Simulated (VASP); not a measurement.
# GeMo (rocksalt type) (Fm-3m) in VASP: a series of runs

The runs below take GeMo (rocksalt type) through single point, with r2SCAN.

Program: VASP 6.6.1. These are calculated values, not measurements. Logs are shortened: lines on timing, memory, paths and dates and some standing lists are left out, and cuts for length are marked.

### Step 1. The cell of the first run

Symmetry: Fm-3m, No. 225, cubic system. Conventional cell: a = 4.314 Å, b = 4.314 Å, c = 4.314 Å, α = 90.00°, β = 90.00°, γ = 90.00°. Within 2.9 Å of Mo (site symmetry m-3m) lie 6 Ge at 2.16 Å. Within 2.9 Å of Ge (site symmetry m-3m) lie 6 Mo at 2.16 Å.

### Step 2. Single point, r2SCAN (10.03 Å³/atom)

POSCAR reads:

```
GeMo
1.0
    0.0000000000      2.1568366711      2.1568366711
    2.1568366711      0.0000000000      2.1568366711
    2.1568366711      2.1568366711      0.0000000000
Mo Ge
1 1
Direct
    0.0000000000      0.0000000000      0.0000000000
    0.5000000000      0.5000000000      0.5000000000
```

INCAR.step1 reads:

```
ALGO = Normal
EDIFF = 1E-4
ENCUT = 520
GGA = PE
ISMEAR = -1
LASPH = T
LCHARG = F
LREAL = F
LWAVE = T
NBANDS = 21
NELM = 80
PREC = Accurate
SIGMA = 0.08
```

INCAR.step2 reads:

```
ALGO = Normal
EDIFF = 1E-6
ENCUT = 520
ISIF = 2
ISMEAR = -1
ISTART = 1
LASPH = T
LCHARG = F
LMIXTAU = T
LREAL = F
LWAVE = F
METAGGA = R2SCAN
NBANDS = 21
NELM = 80
PREC = Accurate
SIGMA = 0.08
```

KPOINTS reads:

```
k-points
0
Gamma
  14 14 14
```

Potentials or basis: VASP PAW PBE potentials, release 64 (Mo_sv, Ge_d).

On the command line:

```
> cat potpaw_PBE.64/Mo_sv/POTCAR potpaw_PBE.64/Ge_d/POTCAR > POTCAR
> cp INCAR.step1 INCAR
> mpirun -np 1 vasp_std > vasp.out
> cp INCAR.step2 INCAR
> mpirun -np 1 vasp_std > vasp.out
```

OUTCAR:

```text
EDIFF = 1E-6
   ENCUT = 520
   ISIF = 2
   ISMEAR = -1
   ISTART = 1
   LASPH = T
   LREAL = F
   METAGGA = R2SCAN
   NELM = 80
   PREC = Accurate

 ion  position               nearest neighbor table
   1  0.000  0.000  0.000-   2 2.16   2 2.16   2 2.16   2 2.16   2 2.16   2 2.16
   2  0.500  0.500  0.500-   1 2.16   1 2.16   1 2.16   1 2.16   1 2.16   1 2.16

  LATTYP: Found a face centered cubic cell.
 ALAT       =     4.3136733422

  Lattice vectors:

 A1 = (   0.0000000000,   2.1568366711,   2.1568366711)
 A2 = (   2.1568366711,   0.0000000000,   2.1568366711)
 A3 = (   2.1568366711,   2.1568366711,   0.0000000000)

Analysis of symmetry for initial positions (statically):
=====================================================================
 Subroutine PRICEL returns:
 Original cell was already a primitive cell.

 Routine SETGRP: Setting up the symmetry group for a
 face centered cubic supercell.

 Subroutine GETGRP returns: Found 48 space group operations
 (whereof 48 operations were pure point group operations)
 out of a pool of 48 trial point group operations.

The static configuration has the point symmetry O_h .

Analysis of symmetry for dynamics (positions and initial velocities):
=====================================================================
 Subroutine PRICEL returns:
 Original cell was already a primitive cell.

 Routine SETGRP: Setting up the symmetry group for a
 face centered cubic supercell.

 Subroutine GETGRP returns: Found 48 space group operations
 (whereof 48 operations were pure point group operations)
 out of a pool of 48 trial point group operations.

The dynamic configuration has the point symmetry O_h .

 Subroutine INISYM returns: Found 48 space group operations
 (whereof 48 operations are pure point group operations),
 and found     1 'primitive' translations

----------------------------------------------------------------------------------------

                                     Primitive cell

  volume of cell :      20.0670

  direct lattice vectors                    reciprocal lattice vectors
     0.000000000  2.156836671  2.156836671    -0.231820984  0.231820984  0.231820984
     2.156836671  0.000000000  2.156836671     0.231820984 -0.231820984  0.231820984
     2.156836671  2.156836671  0.000000000     0.231820984  0.231820984 -0.231820984

  length of vectors
     3.050227672  3.050227672  3.050227672     0.401525723  0.401525723  0.401525723

  position of ions in fractional coordinates (direct lattice)
     0.000000000  0.000000000  0.000000000
     0.500000000  0.500000000  0.500000000

  ion indices of the primitive-cell ions
   primitive index   ion index
                 1           1
                 2           2

----------------------------------------------------------------------------------------

 KPOINTS: k-points

Automatic generation of k-mesh.
 Grid dimensions read from file:
 generate k-points for:   14   14   14

 Generating k-lattice:

  Cartesian coordinates                     Fractional coordinates (reciprocal lattice)
    -0.016558642  0.016558642  0.016558642     0.071428571  0.000000000  0.000000000
     0.016558642 -0.016558642  0.016558642     0.000000000  0.071428571  0.000000000
     0.016558642  0.016558642 -0.016558642     0.000000000  0.000000000  0.071428571

  Length of vectors
     0.028680409  0.028680409  0.028680409

  Shift w.r.t. Gamma in fractional coordinates (k-lattice)
     0.000000000  0.000000000  0.000000000

 Subroutine IBZKPT returns following result:
 ===========================================

 Found    104 irreducible k-points:

 Following reciprocal coordinates:
            Coordinates               Weight
  0.000000  0.000000  0.000000      1.000000
  0.071429  0.000000  0.000000      8.000000
  0.142857  0.000000  0.000000      8.000000
  0.214286  0.000000  0.000000      8.000000
  0.285714  0.000000  0.000000      8.000000
  0.357143  0.000000  0.000000      8.000000
[... 16 lines left out ...]
  0.214286  0.142857  0.000000     24.000000
  0.285714  0.142857  0.000000     24.000000
 [... further k-points ...]
   k-points           NKPTS =    104   k-points in BZ     NKDIM =    104   number of bands    NBANDS=     21
   number of dos      NEDOS =    301   number of ions     NIONS =      2
   total plane-waves  NPLWV =  13824
   dimension x,y,z NGX =    24 NGY =   24 NGZ =   24
   dimension x,y,z NGXF=    48 NGYF=   48 NGZF=   48
   ions per type =               1   1
   NGX,Y,Z   is equivalent  to a cutoff of  13.08, 13.08, 13.08 a.u.
   NGXF,Y,Z  is equivalent  to a cutoff of  26.16, 26.16, 26.16 a.u.
 SYSTEM =  unknown system
   PREC   = accura    normal or accurate (medium, high low for compatibility)
   ISTART =      1    job   : 0-new  1-cont  2-samecut
   ICHARG =      0    charge: 1-file 2-atom 10-const
   ISPIN  =      1    spin polarized calculation?
   LNONCOLLINEAR =      F non collinear calculations
   LSORBIT =      F    spin-orbit coupling
   LASPH  =      T    aspherical Exc in radial PAW
   ENCUT  =  520.0 eV  38.22 Ry    6.18 a.u.   5.67  5.67  5.67*2*pi/ulx,y,z
   NELM   =     80;   NELMIN=  2; NELMDL=  0     # of ELM steps
   EDIFF  = 0.1E-05   stopping-criterion for ELM
   LREAL  =      F    real-space projection
   EDIFFG = 0.1E-04   stopping-criterion for IOM
   NSW    =      0    number of steps for IOM
   IBRION =     -1    ionic relax: 0-MD 1-quasi-New 2-CG
   NFREE  =      0    steps in history (QN), initial steepest desc. (CG)
   ISIF   =      2    stress and relaxation
   ISYM   =      2    0-nonsym 1-usesym 2-fastsym
   POTIM  = 0.5000    time-step for ionic-motion
   TEBEG  =    0.0;   TEEND  =   0.0 temperature during run
   PSTRESS=    0.0 pullay stress
   NELECT =      28.0000    total number of electrons
   NUPDOWN=      -1.0000    fix difference up-down
   EMIN   =  10.00;   EMAX   =-10.00  energy-range for DOS
   EFERMI =   0.00;   METHOD = LEGACY
   ISMEAR =    -1;   SIGMA  =   0.08  broadening in eV -4-tet -1-fermi 0-gaus
   EFERMI_NEDOS =   21; number of points for ismear=-14 and -15
   IALGO  =     38    algorithm
   IMIX   =      4    mixing-type and parameters
     AMIX     =   0.40;   BMIX     =  1.00
     AMIX_MAG =   1.60;   BMIX_MAG =  1.00
  volume/ion in A,a.u.               =      10.03        67.71
  Fermi-wavevector in a.u.,A,eV,Ry     =   1.829365  3.456998 45.532911  3.346575
  Thomas-Fermi vector in A             =   2.884058
   LORBIT       =      0    0 simple, 1 ext, 2 COOP (PROOUT), +10 PAW based schemes
   METAGGA = R2SCAN    functional components
   LHFCALC =     F    Hartree Fock is set to
   AEXX    =    0.0000 exact exchange contribution
   IVDW    =     0    specifies the selected vdW correction
   LEPSILON=     F    determine dielectric tensor
   LRPA    =     F    only Hartree local field effects (RPA)
 non-spin polarized calculation
  energy-cutoff  :      520.00
  volume of cell :       20.07
 maximum number of plane-waves:       552
   NGX = 11   NGY = 11   NGZ = 11

 number of electron      28.0000009 magnetization

 Free energy of the ion-electron system (eV)
  ---------------------------------------------------
  ext. energy  EPLUGINS =         0.00000000
  ---------------------------------------------------
  free energy    TOTEN  =       -32.06873099 eV

  energy without entropy =      -32.04081372  energy(sigma->0) =      -32.05477236

 E-fermi :  18.4002     XC(G=0): -16.9789

 val. band max:       18.3378304124   @ k =  -0.3571   0.3571   0.0000
 cond. band min:      18.4022065071   @ k =   0.4286   0.4286   0.0000
 fundamental gap:      0.0643760947
 Fermi energy:        18.4001780753

 k-point     1 :       0.0000    0.0000    0.0000
  band No.  band energies     occupation
      1     -44.7801      2.00000
      2     -18.1589      2.00000
      3     -18.1589      2.00000
      4     -18.1589      2.00000
      5      -8.5952      2.00000
      6      -8.5952      2.00000
[... 13 lines left out ...]
     20      35.9687      0.00000
     21      40.7288      0.00000

 k-point     2 :       0.0714    0.0000    0.0000
  band No.  band energies     occupation
      1     -44.7726      2.00000
      2     -18.2211      2.00000
      3     -18.1743      2.00000
      4     -18.1743      2.00000
      5      -8.5708      2.00000
      6      -8.5708      2.00000
[... 13 lines left out ...]
     20      36.3082      0.00000
     21      39.4448      0.00000

 k-point     3 :       0.1429    0.0000    0.0000
  band No.  band energies     occupation
      1     -44.7515      2.00000
      2     -18.3923      2.00000
      3     -18.2172      2.00000
      4     -18.2172      2.00000
      5      -8.5028      2.00000
      6      -8.5028      2.00000
[... 13 lines left out ...]
     20      35.7757      0.00000
     21      38.1184      0.00000

 k-point     4 :       0.2143    0.0000    0.0000
  band No.  band energies     occupation
      1     -44.7210      2.00000
      2     -18.6325      2.00000
      3     -18.2782      2.00000
      4     -18.2782      2.00000
      5      -8.4068      2.00000
      6      -8.4068      2.00000
[... 13 lines left out ...]
     20      33.9664      0.00000
     21      35.7856      0.00000

 k-point     5 :       0.2857    0.0000    0.0000
  band No.  band energies     occupation
      1     -44.6868      2.00000
      2     -18.8901      2.00000
      3     -18.3446      2.00000
      4     -18.3446      2.00000
      5      -8.3320      2.00000
      6      -8.3320      2.00000
[... 13 lines left out ...]
     20      33.5025      0.00000
     21      33.5025      0.00000

 k-point     6 :       0.3571    0.0000    0.0000
  band No.  band energies     occupation
      1     -44.6559      2.00000
      2     -19.1147      2.00000
      3     -18.4035      2.00000
      4     -18.4035      2.00000
      5      -8.3007      2.00000
      6      -8.3007      2.00000
[... 13 lines left out ...]
     20      31.9882      0.00000
     21      31.9882      0.00000

 k-point     7 :       0.4286    0.0000    0.0000
  band No.  band energies     occupation
      1     -44.6343      2.00000
      2     -19.2663      2.00000
      3     -18.4436      2.00000
      4     -18.4436      2.00000
      5      -8.2812      2.00000
      6      -8.2812      2.00000
[... 13 lines left out ...]
     20      33.2636      0.00000
     21      33.2636      0.00000
[... 291 lines left out ...]
      1     -44.7365      2.00000
      2     -18.5013      2.00000
      3     -18.2532      2.00000
      4     -18.2475      2.00000
      5      -8.5095      2.00000
      6      -8.4100      2.00000
[... 13 lines left out ...]
     20      34.3668      0.00000
     21      37.1596      0.00000

 k-point    21 :      -0.0714    0.0714    0.0000
  band No.  band energies     occupation
      1     -44.7606      2.00000
      2     -18.3162      2.00000
      3     -18.2003      2.00000
      4     -18.1989      2.00000
      5      -8.5608      2.00000
      6      -8.5060      2.00000
[... 13 lines left out ...]
     20      36.3018      0.00000
     21      38.4448      0.00000

 k-point    22 :       0.1429    0.1429    0.0000
  band No.  band energies     occupation
      1     -44.7427      2.00000
      2     -18.4450      2.00000
      3     -18.2354      2.00000
      4     -18.2354      2.00000
      5      -8.5794      2.00000
      6      -8.4258      2.00000
[... 13 lines left out ...]
     20      36.8880      0.00000
     21      36.8880      0.00000

 k-point    23 :       0.2143    0.1429    0.0000
  band No.  band energies     occupation
      1     -44.7204      2.00000
      2     -18.5961      2.00000
      3     -18.2847      2.00000
      4     -18.2802      2.00000
      5      -8.5492      2.00000
      6      -8.4268      2.00000
[... 13 lines left out ...]
     20      34.7589      0.00000
     21      35.6064      0.00000

 k-point    24 :       0.2857    0.1429    0.0000
  band No.  band energies     occupation
      1     -44.6914      2.00000
      2     -18.7847      2.00000
      3     -18.3562      2.00000
      4     -18.3376      2.00000
      5      -8.4793      2.00000
      6      -8.4121      2.00000
[... 13 lines left out ...]
     20      33.2439      0.00000
     21      34.1271      0.00000

 [... further k-points ...]
[... 5 lines left out ...]
  --------------------------------------------------------------------------------------
  -------------------------------------------------------------------------------------
  Total       32.5285889     32.5285889     32.5285889      0.0000000      0.0000000      0.0000000
  in kB     2597.1320628   2597.1320628   2597.1320628      0.0000000      0.0000000      0.0000000
  external PRESSURE =    2597.1320628 kB  Pullay stress =       0.0000000 kB

 VOLUME and BASIS-vectors are now :
 -----------------------------------------------------------------------------
  energy-cutoff  :      520.00
  volume of cell :       20.07
      direct lattice vectors                 reciprocal lattice vectors
     0.000000000  2.156836671  2.156836671    -0.231820984  0.231820984  0.231820984
     2.156836671  0.000000000  2.156836671     0.231820984 -0.231820984  0.231820984
     2.156836671  2.156836671  0.000000000     0.231820984  0.231820984 -0.231820984

 POSITION                                       TOTAL-FORCE (eV/Angst)
 -----------------------------------------------------------------------------------
      0.00000      0.00000      0.00000        -0.000000      0.000000      0.000000
      2.15684      2.15684      2.15684         0.000000     -0.000000     -0.000000
 -----------------------------------------------------------------------------------
    total drift:                                0.000000     -0.000000      0.000000

  FREE ENERGIE OF THE ION-ELECTRON SYSTEM (eV)
  ---------------------------------------------------
  free  energy   TOTEN  =       -32.0687309940 eV

  energy  without entropy=      -32.0408137249  energy(sigma->0) =      -32.05477236
```

Run time: 1.8 min. Hardware: 1 thread of AMD EPYC 9R45 (Zen 5), shared host; peak memory 0.15 GiB.

What came out:

```yaml
Free_energy: -32.0687 eV
Pressure: 259.7 GPa
Band_gap_on_the_k_mesh: zero (bands 14 and 15 overlap by 4.19 eV)
```

Levels at points of the mesh, in eV from the Fermi level:
```tsv
k point	band 12	band 13	band 14	band 15	band 16	band 17
(0.00, 0.00, 0.00)	-3.63	-3.63	-1.74	-1.74	4.37	4.37
(0.50, 0.00, 0.00)	-6.72	-6.72	0.34	0.34	3.90	5.83
(0.50, 0.50, 0.00)	-5.04	0.12	0.63	0.63	1.73	1.73
```

Caveat: the cell stands under pressure; the PAW data sets were made with another functional, which shifts forces and pressure a little.

### Step 3. Single point, r2SCAN (11.37 Å³/atom)

This run uses another cell than the first one, of 11.37 Å³/atom.

POSCAR reads:

```
GeMo
1.0
    0.0000000000      2.2487256811      2.2487256811
    2.2487256811      0.0000000000      2.2487256811
    2.2487256811      2.2487256811      0.0000000000
Mo Ge
1 1
Direct
    0.0000000000      0.0000000000      0.0000000000
    0.5000000000      0.5000000000      0.5000000000
```

INCAR.step1 reads:

```
SYSTEM = GeMo
ALGO = Normal ; EDIFF = 1E-4
ENCUT = 520 ; GGA = PE
ISMEAR = -1 ; LASPH = .TRUE.
LCHARG = .FALSE. ; LREAL = .FALSE.
LWAVE = .TRUE. ; NBANDS = 21
NELM = 60 ; PREC = Accurate
SIGMA = 0.08
```

INCAR.step2 reads:

```
SYSTEM = GeMo
ALGO = Normal ; EDIFF = 1E-6
ENCUT = 520 ; ISIF = 2
ISMEAR = -1 ; ISTART = 1
LASPH = .TRUE. ; LCHARG = .FALSE.
LMIXTAU = .TRUE. ; LREAL = .FALSE.
LWAVE = .FALSE. ; METAGGA = R2SCAN
NBANDS = 21 ; NELM = 60
PREC = Accurate ; SIGMA = 0.08
```

KPOINTS reads:

```
k-points
0
G
  14 14 14
  0 0 0
```

Potentials or basis: VASP PAW PBE potentials, release 64 (Mo_sv, Ge_d).

On the command line:

```
> cat potpaw_PBE.64/Mo_sv/POTCAR potpaw_PBE.64/Ge_d/POTCAR > POTCAR
> cp INCAR.step1 INCAR
> mpirun -np 1 vasp_std > vasp.out
> cp INCAR.step2 INCAR
> mpirun -np 1 vasp_std > vasp.out
```

Wall time 1.9 min (1 thread of AMD EPYC 9R45 (Zen 5), shared host); peak memory 0.15 GiB.

The run converged. Its results:

* Free energy: -35.4166 eV
* Pressure: 150.6 GPa
* Band gap on the k mesh: zero (bands 14 and 15 overlap by 3.64 eV)

Levels at points of the mesh, in eV from the Fermi level:
```csv
k point,band 12,band 13,band 14,band 15,band 16,band 17
"(0.00, 0.00, 0.00)",-3.03,-3.03,-1.58,-1.58,3.90,3.90
"(0.50, 0.00, 0.00)",-5.88,-5.88,0.36,0.36,3.16,5.81
"(0.50, 0.50, 0.00)",-4.99,-0.01,0.28,0.28,1.51,1.51
```

Caveat: the cell stands under pressure; the PAW data sets were made with another functional, which shifts forces and pressure a little.
